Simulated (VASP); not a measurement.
Input of a VASP 6.6.1 run:

File INCAR:

```
SYSTEM = Ta
PREC = Accurate
ENCUT = 520
EDIFF = 1E-7
ISMEAR = -1
SIGMA = 0.1
LREAL = .FALSE.
LASPH = .TRUE.
NELM = 80
ALGO = Normal
ISIF = 2
LWAVE = .FALSE.
LCHARG = .FALSE.
GGA = RP
NBANDS = 18
```

KPOINTS

```
Automatic mesh
0
G
  9 9 9
  0 0 0
```

POSCAR

```
Ta
1.0
    0.0000000000      3.0809512905      3.0809512905
    3.0809512905      0.0000000000      3.0809512905
    3.0809512905      3.0809512905      0.0000000000
Ta
2
Direct
    0.1250000000      0.1250000000      0.1250000000
    0.8750000000      0.8750000000      0.8750000000
```

Potentials or basis: VASP PAW PBE potentials, release 64 (Ta_pv).

Command:

```sh
$ cat potpaw_PBE.64/Ta_pv/POTCAR > POTCAR
$ mpirun -np 1 vasp_std > vasp.out
```

Task: What does it give for the band gap on the k mesh?

Result: Zero (bands 11 and 12 overlap by 0.68 eV).

Task: Estimate the pressure.

Result: 0.0 GPa.

Caveat: the PAW data sets were made with another functional, which shifts forces and pressure a little; spin-orbit coupling is left out, which moves the levels of the heavy elements.
